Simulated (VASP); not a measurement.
Here is a VASP 6.6.1 calculation.

Contents of INCAR:

```
SYSTEM = B
ALGO = Normal
EDIFF = 1E-7
EDIFFG = -0.01
ENCUT = 600
GGA = PE
IBRION = 2
ISIF = 3
ISMEAR = 0
LASPH = .True.
LCHARG = .False.
LREAL = .False.
LWAVE = .False.
NELM = 60
NSW = 100
PREC = Accurate
SIGMA = 0.1
```

The input KPOINTS:

```
k-points
0
Gamma
  18 18 14
  0 0 0
```

POSCAR

```
B
1.0
    1.4720123987     -2.6603902359      0.0000000000
    1.4720123987      2.6603902359      0.0000000000
    0.0000000000      0.0000000000      3.2633101331
B
4
Direct
    0.6562161174      0.3437838826      0.5902350394
    0.1562161174      0.8437838826      0.9097649606
    0.3437838826      0.6562161174      0.4097649606
    0.8437838826      0.1562161174      0.0902350394
```

Potentials or basis: VASP PAW PBE potentials, release 64 (B).

Command:

```sh
$ cat potpaw_PBE.64/B/POTCAR > POTCAR
$ mpirun -np 1 vasp_std > vasp.out
```

(1) Predict the space group after relaxing (to 0.1 Å).

(2) What does it give for the relaxed cell?

(3) What does it give for the relaxed volume?

Results:

(1) Cmce (No. 64).

(2) a = 3.041 Å, b = 3.041 Å, c = 3.262 Å, α = 90.00°, β = 90.00°, γ = 122.21°.

(3) 6.38 Å³/atom.
